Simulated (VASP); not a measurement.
A run of VASP 6.6.1 is set up as follows.

File INCAR:

```
  ALGO = Normal
  EDIFF = 1E-6
  ENCUT = 520
  GGA = PE
  ISIF = 2
  ISMEAR = 0
  LASPH = T
  LCHARG = F
  LREAL = F
  LWAVE = F
  NBANDS = 12
  NELM = 100
  PREC = Accurate
  SIGMA = 0.05
```

Contents of KPOINTS:

```
k-points
0
Gamma
  10 10 10
```

The input POSCAR:

```
LiF
1.0
    0.0000000000      1.9233700000      2.0140000000
    1.9233700000      0.0000000000      2.0140000000
    1.9233700000      1.9233700000      0.0000000000
Li F
1 1
Direct
    0.0000000000      0.0000000000      0.0000000000
    0.5000000000      0.5000000000      0.5000000000
```

Potentials or basis: VASP PAW PBE potentials, release 64 (Li_sv, F).

Command:

```sh
$ cat potpaw_PBE.64/Li_sv/POTCAR potpaw_PBE.64/F/POTCAR > POTCAR
$ mpirun -np 1 vasp_std > vasp.out
```

Problem. Estimate the band gap on the k mesh.

Solution. 9.88 eV, direct.

Caveat: the cell differs from its parent crystal (strain -0.0450 x Voigt [1, 1, 0, 0, 0, 0]). A k mesh can miss the band edges.
